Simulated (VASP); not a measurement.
A run of VASP 6.6.1 is set up as follows.

The input POSCAR:

```
Sc
1.0
    0.0000000000      3.1691760197      3.1691760197
    3.1691760197      0.0000000000      3.1691760197
    3.1691760197      3.1691760197      0.0000000000
Sc
2
Direct
    1.0000000000      1.0000000000      1.0000000000
    0.2500000000      0.2500000000      0.2500000000
```

INCAR.step1

```
PREC = Accurate
ENCUT = 550
ISMEAR = 0
SIGMA = 0.05
LREAL = False
LASPH = True
NELM = 120
NBANDS = 18
GGA = PE
ALGO = Normal
EDIFF = 1E-5
LWAVE = True
LCHARG = False
GGA_COMPAT = False
```

File INCAR.step2:

```
PREC = Accurate
ENCUT = 550
EDIFF = 1E-6
ISMEAR = 0
SIGMA = 0.05
LREAL = False
LASPH = True
NELM = 120
ALGO = Normal
ISIF = 2
LWAVE = False
LCHARG = False
METAGGA = R2SCAN
LMIXTAU = True
NBANDS = 18
ISTART = 1
GGA_COMPAT = False
```

File KPOINTS:

```
regular mesh
0
Gamma
  7 7 7
```

Potentials or basis: VASP PAW PBE potentials, release 64 (Sc_sv).

Run with:

```sh
$ cat potpaw_PBE.64/Sc_sv/POTCAR > POTCAR
$ cp INCAR.step1 INCAR
$ mpirun -np 1 vasp_std > vasp.out
$ cp INCAR.step2 INCAR
$ mpirun -np 1 vasp_std > vasp.out
```

Estimate the band gap on the k mesh.

zero (bands 11 and 12 overlap by 0.48 eV).

What does it give for the pressure?

0.1 GPa.

Caveat: the PAW data sets were made with another functional, which shifts forces and pressure a little.
